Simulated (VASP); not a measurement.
Wanted: the native input for a VASP 6.6.1 run.

```yaml
Task: single point
Functional: PBE
Potentials_or_basis: VASP PAW PBE potentials, release 64 (B, N)
Cutoff: 520 eV
k_mesh: 12 × 12 × 6
Occupations: gaussian, width 0.05 eV
Spin: no spin polarisation
Dipole_correction: no
Further_INCAR_settings: ALGO = Normal; EDIFF = 1e-06; NBANDS = 16
```

The structure of BN lies in POSCAR:

```
BN
1.0
    2.5545800962      0.0000000000      0.0000000000
   -1.2772900481      2.2123312593      0.0000000000
    0.0000000000      0.0000000000      4.2245145363
B N
2 2
Direct
    0.6666666667      0.3333333333      0.9998058548
    0.3333333333      0.6666666667      0.4998058548
    0.6188083216      0.2376166433      0.6071915170
    0.2854749883      0.5709499766      0.1071915170
```

This cell differs from its parent crystal: all N atoms moved +0.225 Å, as atom 3 towards its neighbour atom 2 (B) at 1.567 Å.

One way to write it, as run:

INCAR

```
PREC = Accurate
ENCUT = 520
EDIFF = 1E-6
ISMEAR = 0
SIGMA = 0.05
LREAL = F
LASPH = T
NELM = 60
ALGO = Normal
ISIF = 2
LWAVE = F
LCHARG = F
GGA = PE
NBANDS = 16
```

KPOINTS

```
Automatic mesh
0
Gamma
  12 12 6
```

Potentials or basis: VASP PAW PBE potentials, release 64 (B, N).

Launch:

```sh
$ cat potpaw_PBE.64/B/POTCAR potpaw_PBE.64/N/POTCAR > POTCAR
$ mpirun -np 1 vasp_std > vasp.out
```

Results of the run:

The pressure is 17.9 GPa, the largest force is 8.383 eV/Å and the band gap on the k mesh is 4.54 eV, indirect (least direct gap 6.44 eV).

Caveat: the cell differs from its parent crystal (all N atoms moved +0.225 Å, as atom 3 towards its neighbour atom 2 (B) at 1.567 Å); forces of over 1 eV/Å act on the atoms, so gaps and moduli don't describe the material at rest.

It took 37 s on 1 thread of AMD EPYC 9R45 96-Core Processor (Zen 5) (shared host), peak memory 0.16 GiB.
